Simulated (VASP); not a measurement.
# InSe in VASP: single point with PBE+D3(BJ)

Aim: the single point of InSe with PBE+D3(BJ).

The COD entry that gives the cell may itself be a prediction, so a difference from it is no test against experiment.

All numbers are computed with VASP 6.6.1; they aren't measurements. Logs are shortened: lines on timing, memory, paths and dates and some standing lists are left out, and cuts for length are marked.

## (1) The cell of the first run

The cell holds a slab with vacuum, 8 atoms: a = 4.027 Å, b = 4.027 Å, c = 28.271 Å, α = 90.00°, β = 90.00°, γ = 120.00°.

## (2) Single point, PBE+D3(BJ)

File INCAR:

```
SYSTEM = InSe
PREC = Accurate
ENCUT = 520
EDIFF = 1E-6
ISMEAR = 0
SIGMA = 0.05
LREAL = .False.
LASPH = .True.
NELM = 100
ALGO = Normal
ISIF = 2
LWAVE = .False.
LCHARG = .True.
LDIPOL = .True.
IDIPOL = 3
DIPOL = 0.5 0.5 0.405
GGA = PE
IVDW = 12
LELF = .True.
LVHAR = .True.
LVACPOTAV = .True.
NBANDS = 48
```

File KPOINTS:

```
regular mesh
0
Gamma
  9 9 1
  0 0 0
```

File POSCAR:

```
InSe
1.0
    4.0266404825      0.0000000000      0.0000000000
   -2.0133202413      3.4871729498      0.0000000000
    0.0000000000      0.0000000000     28.2710567674
Se In
4 4
Direct
    0.0000000000      0.0000000000      0.1591733920
    0.0000000000      0.0000000000      0.3495092268
    0.0000000000      0.4444444444      0.4602726954
    0.0000000000      0.4444444444      0.6506084288
    0.6666666667      0.3333333333      0.2049732596
    0.6666666667      0.3333333333      0.3038086285
    0.6666666667      0.7777777778      0.5059730052
    0.6666666667      0.7777777778      0.6048086475
```

Potentials or basis: VASP PAW PBE potentials, release 64 (Se, In_d).

Launch:

```sh
cat potpaw_PBE.64/Se/POTCAR potpaw_PBE.64/In_d/POTCAR > POTCAR
mpirun -np 1 vasp_std > vasp.out
```

OUTCAR:

```text
SYSTEM = InSe
   PREC = Accurate
   ENCUT = 520
   EDIFF = 1E-6
   ISMEAR = 0
   LREAL = .False.
   LASPH = .True.
   NELM = 100
   ISIF = 2
   GGA = PE
   IVDW = 12
 IVDW          = 12

 ion  position               nearest neighbor table
   1  0.000  0.000  0.159-   5 2.66   5 2.66   5 2.66
   2  0.000  0.000  0.350-   6 2.66   6 2.66   6 2.66
   3  0.000  0.444  0.460-   7 2.66   7 2.66   7 2.66
   4  0.000  0.444  0.651-   8 2.66   8 2.66   8 2.66
   5  0.667  0.333  0.205-   1 2.66   1 2.66   1 2.66   6 2.79
   6  0.667  0.333  0.304-   2 2.66   2 2.66   2 2.66   5 2.79
   7  0.667  0.778  0.506-   3 2.66   3 2.66   3 2.66   8 2.79
   8  0.667  0.778  0.605-   4 2.66   4 2.66   4 2.66   7 2.79

  LATTYP: Found a hexagonal cell.
 ALAT       =     4.0266404825
 C/A-ratio  =     7.0210034619

  Lattice vectors:

 A1 = (   4.0266404825,   0.0000000000,   0.0000000000)
 A2 = (  -2.0133202413,   3.4871729498,   0.0000000000)
 A3 = (   0.0000000000,   0.0000000000,  28.2710567674)

Analysis of symmetry for initial positions (statically):
=====================================================================
 Subroutine PRICEL returns:
 Original cell was already a primitive cell.

 Routine SETGRP: Setting up the symmetry group for a
 hexagonal supercell.

 Subroutine GETGRP returns: Found  2 space group operations
 (whereof  1 operations were pure point group operations)
 out of a pool of 24 trial point group operations.

The static configuration has the point symmetry C_1 .
 The point group associated with its full space group is C_2 .

Analysis of symmetry for dynamics (positions and initial velocities):
=====================================================================
 Subroutine PRICEL returns:
 Original cell was already a primitive cell.

 Routine SETGRP: Setting up the symmetry group for a
 hexagonal supercell.

 Subroutine GETGRP returns: Found  2 space group operations
 (whereof  1 operations were pure point group operations)
 out of a pool of 24 trial point group operations.

The dynamic configuration has the point symmetry C_1 .
 The point group associated with its full space group is C_2 .

 Subroutine INISYM returns: Found  2 space group operations
 (whereof  1 operations are pure point group operations),
 and found     1 'primitive' translations

----------------------------------------------------------------------------------------

[... 113 lines left out ...]
   PSTRESS=    0.0 pullay stress
   NELECT =      76.0000    total number of electrons
   NUPDOWN=      -1.0000    fix difference up-down
   EMIN   =  10.00;   EMAX   =-10.00  energy-range for DOS
   EFERMI =   0.00;   METHOD = LEGACY
   ISMEAR =     0;   SIGMA  =   0.05  broadening in eV -4-tet -1-fermi 0-gaus
   EFERMI_NEDOS =   21; number of points for ismear=-14 and -15
   IALGO  =     38    algorithm
   IMIX   =      4    mixing-type and parameters
     AMIX     =   0.40;   BMIX     =  1.00
     AMIX_MAG =   1.60;   BMIX_MAG =  1.00
  volume/ion in A,a.u.               =      49.62       334.86
  Fermi-wavevector in a.u.,A,eV,Ry     =   0.943539  1.783030 12.112805  0.890266
  Thomas-Fermi vector in A             =   2.071256
   LORBIT       =      0    0 simple, 1 ext, 2 COOP (PROOUT), +10 PAW based schemes
   GGA     = PE    functional components
   LHFCALC =     F    Hartree Fock is set to
   AEXX    =    0.0000 exact exchange contribution
   IVDW    =    12    specifies the selected vdW correction
   LEPSILON=     F    determine dielectric tensor
   LRPA    =     F    only Hartree local field effects (RPA)
 non-spin polarized calculation
 Gauss-broadening in eV      SIGMA  =   0.05
  energy-cutoff  :      520.00
  volume of cell :      396.97
 maximum number of plane-waves:     10749
 NGX is ok and might be reduce to    30
   NGX = 15   NGY = 15   NGZ =105

 number of electron      75.9999999 magnetization

 dipolmoment           0.000000      0.000000     -0.000003 electrons x Angstroem

 Free energy of the ion-electron system (eV)
  ---------------------------------------------------
  ext. energy  EPLUGINS =         0.00000000
  ---------------------------------------------------
  free energy    TOTEN  =       -28.36084075 eV

  energy without entropy =      -28.36084075  energy(sigma->0) =      -28.36084075

 E-fermi :   0.1173     XC(G=0):  -5.6413

 val. band max:       -0.1521390235   @ k =   0.1111   0.0000   0.0000
 cond. band min:       0.9177008520   @ k =   0.0000   0.0000   0.0000
 fundamental gap:      1.0698398754
 Fermi energy:         0.1173134215

 k-point     1 :       0.0000    0.0000    0.0000
  band No.  band energies     occupation
      1     -14.5202      2.00000
      2     -14.5201      2.00000
      3     -14.3373      2.00000
      4     -14.3372      2.00000
      5     -14.3363      2.00000
      6     -14.3362      2.00000
[... 1213 lines left out ...]
     47       5.2363      0.00000
     48       5.3585      0.00000

 [... further k-points ...]

------------------------ aborting loop because EDIFF is reached ----------------------------------------

 Edisp (eV)   -2.05282

 E8    (eV) :    -0.9628

  FORCE on cell =-STRESS in cart. coord.  units (eV):
  Direction    XX          YY          ZZ          XY          YZ          ZX
  --------------------------------------------------------------------------------------
  -------------------------------------------------------------------------------------
  Total       0.01064     0.17333     0.02283    -0.14090     0.13619    -0.07863
  in kB       0.04293     0.69957     0.09215    -0.56867     0.54965    -0.31734
  external pressure =        0.28 kB  Pullay stress =        0.00 kB

 VOLUME and BASIS-vectors are now :
 -----------------------------------------------------------------------------
  energy-cutoff  :      520.00
  volume of cell :      396.97
      direct lattice vectors                 reciprocal lattice vectors
     4.026640483  0.000000000  0.000000000     0.248345986  0.143382622  0.000000000
    -2.013320241  3.487172950  0.000000000     0.000000000  0.286765243  0.000000000
     0.000000000  0.000000000 28.271056767     0.000000000  0.000000000  0.035371865

 POSITION                                       TOTAL-FORCE (eV/Angst)
 -----------------------------------------------------------------------------------
      0.00000      0.00000      4.50000        -0.000675     -0.001429     -0.014571
      0.00000      0.00000      9.88100         0.011847     -0.042607      0.014873
     -0.89481      1.54985     13.01240        -0.030975      0.031564     -0.014873
     -0.89481      1.54985     18.39339        -0.001575      0.000130      0.014571
      2.01332      1.16239      5.79481        -0.000868     -0.003446      0.013278
      2.01332      1.16239      8.58899         0.011242      0.010163     -0.014408
      1.11851      2.71225     14.30439         0.014423      0.004654      0.014408
      1.11851      2.71225     17.09858        -0.003418      0.000971     -0.013278
 -----------------------------------------------------------------------------------
    total drift:                                0.000177      0.000287     -0.000053

  FREE ENERGIE OF THE ION-ELECTRON SYSTEM (eV)
  ---------------------------------------------------
  free  energy   TOTEN  =       -30.4136621846 eV

  energy  without entropy=      -30.4136621846  energy(sigma->0) =      -30.41366218

 vacuum level on the upper side and lower side of the slab         5.496         5.496
```

OSZICAR:

```text
N       E                     dE             d eps       ncg     rms          rms(c)
DAV:   1     0.722293649899E+03    0.72229E+03   -0.32855E+04  2488   0.150E+03
DAV:   2     0.726090306712E+02   -0.64968E+03   -0.63086E+03  2528   0.382E+02
DAV:   3    -0.230466123593E+02   -0.95656E+02   -0.93226E+02  2912   0.176E+02
[... 15 lines left out ...]
DAV:  19    -0.283608235472E+02   -0.88299E-05   -0.16481E-07  1752   0.348E-03    0.855E-04
DAV:  20    -0.283608327041E+02   -0.91569E-05   -0.15247E-07  1712   0.259E-03    0.747E-04
DAV:  21    -0.283608375828E+02   -0.48786E-05   -0.89715E-08  1688   0.231E-03    0.410E-04
DAV:  22    -0.283608403184E+02   -0.27356E-05   -0.82997E-08  1600   0.242E-03    0.197E-04
DAV:  23    -0.283608407453E+02   -0.42693E-06   -0.14486E-08  1496   0.116E-03
   1 F= -.30413662E+02 E0= -.30413662E+02  d E =-.317727E-15
```

stdout:

```text
POSCAR found type information on POSCAR SeIn
 POSCAR found :  2 types and       8 ions
 scaLAPACK will be used
 LDA part: xc-table for (Slater+PW92), standard interpolation
 POSCAR, INCAR and KPOINTS ok, starting setup
 FFT: planning ... GRIDC
 FFT: planning ... GRID_SOFT
 FFT: planning ... GRID
 WAVECAR not read
 entering main loop
 -----------------------------------------------------------------------------
|                                                                             |
|           W    W    AA    RRRRR   N    N  II  N    N   GGGG   !!!           |
|           W    W   A  A   R    R  NN   N  II  NN   N  G    G  !!!           |
|           W    W  A    A  R    R  N N  N  II  N N  N  G       !!!           |
|           W WW W  AAAAAA  RRRRR   N  N N  II  N  N N  G  GGG   !            |
|           WW  WW  A    A  R   R   N   NN  II  N   NN  G    G                |
|           W    W  A    A  R    R  N    N  II  N    N   GGGG   !!!           |
|                                                                             |
|     Did not find any points to average over, which means that no vacuum     |
|     field-free region was found. Please increase the size of  your cell     |
|     in the dimension of the dipole correction to obtain accurate            |
|     workfunction values.                                                    |
|                                                                             |
 -----------------------------------------------------------------------------
```

Run time: 7.9 min. Hardware: 1 thread of Intel Xeon 6975P-C (Granite Rapids), shared host; peak memory 0.67 GiB.

Results:

```
Free energy                : -30.4137 eV
Largest force              : 0.047 eV/Å
Band gap on the k mesh     : 1.07 eV, indirect (least direct gap 1.13 eV)
Dispersion energy per atom : -0.257 eV
```

Forces on the atoms (eV/Å):
```
Se  -0.001 -0.001 -0.015
Se   0.012 -0.043  0.015
Se  -0.031  0.032 -0.015
Se  -0.002  0.000  0.015
In  -0.001 -0.003  0.013
In   0.011  0.010 -0.014
In   0.014  0.005  0.014
In  -0.003  0.001 -0.013
```

Caveat: spin-orbit coupling is left out, which moves the levels of the heavy elements.
